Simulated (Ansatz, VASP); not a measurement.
## Si2Mo: VASP beside Ansatz

The input INCAR:

```
PREC = Accurate
ENCUT = 520
EDIFF = 1E-8
ISMEAR = -1
SIGMA = 0.08
LREAL = F
LASPH = T
NELM = 80
ALGO = Normal
ISIF = 2
LWAVE = F
LCHARG = F
GGA = PS
LEFG = T
NBANDS = 18
```

File KPOINTS:

```
Automatic mesh
0
Gamma
  16 16 16
```

File POSCAR:

```
Si2Mo
1.0
   -1.5840000000      1.5840000000      3.9305000000
    1.5840000000     -1.5840000000      3.9305000000
    1.5840000000      1.5840000000     -3.9305000000
Si Mo
2 1
Direct
    0.3330000000      0.3330000000      0.0000000000
    0.6670000000      0.6670000000      0.0000000000
    0.0000000000      0.0000000000      0.0000000000
```

Input for Ansatz:

```yaml
crystal:
  lattice:
    - [-1.584, 1.584, 3.9305]
    - [1.584, -1.584, 3.9305]
    - [1.584, 1.584, -3.9305]
  atoms:
    - { symbol: Si, position: [0.333, 0.333, 0.0] }
    - { symbol: Si, position: [0.667, 0.667, 0.0] }
    - { symbol: Mo, position: [0.0, 0.0, 0.0] }
kpoints:
  mp_grid: { grid: [16, 16, 16] }
scf:
  occupations: { method: fermi_dirac, width: 0.08 }
hamiltonian:
  xc: pbesol
  pseudopotentials: { kind: all_electron, datasets: crystal }
output:
  forces: true
  stress: true
  eigenvalues: true
  efg: { contact_densities: true }
```

Change from the starting cell: equal xx and yy strain of -1 %, crystal datasets.

Alike in both runs: task electric field gradients; functional PBEsol; k mesh 16 × 16 × 16; occupations fermi-dirac, width 0.08 eV; no spin polarisation.

|  | VASP | Ansatz |
| --- | --- | --- |
| version | VASP 6.6.1 | Ansatz 0.2.0 |
| potentials or method | VASP PAW PBE potentials, release 64 (Si, Mo_sv), cutoff 520 eV | all-electron PAW with datasets made for the crystal, scalar-relativistic |

|  | VASP | Ansatz | Ansatz less VASP |
| --- | --- | --- | --- |
| pressure (GPa) | 1.9 | 1.6 | -0.36 |
| traceless stress, the component that is largest in VASP (GPa) | -3.13 | -3.14 | -0.010 |
| rms of the force components (eV/Å) | 0.138 | 0.140 | +0.0022 |
| size of Vzz on the site where it differs most (V/Å²) | 49.7 | 50.5 | +0.80 |

VASP's potentials were made for PBE, not for PBEsol. Atom by atom the forces differ by 0.002 eV/Å (rms over components). Ansatz ran all-electron here, and VASP with PAW potentials.
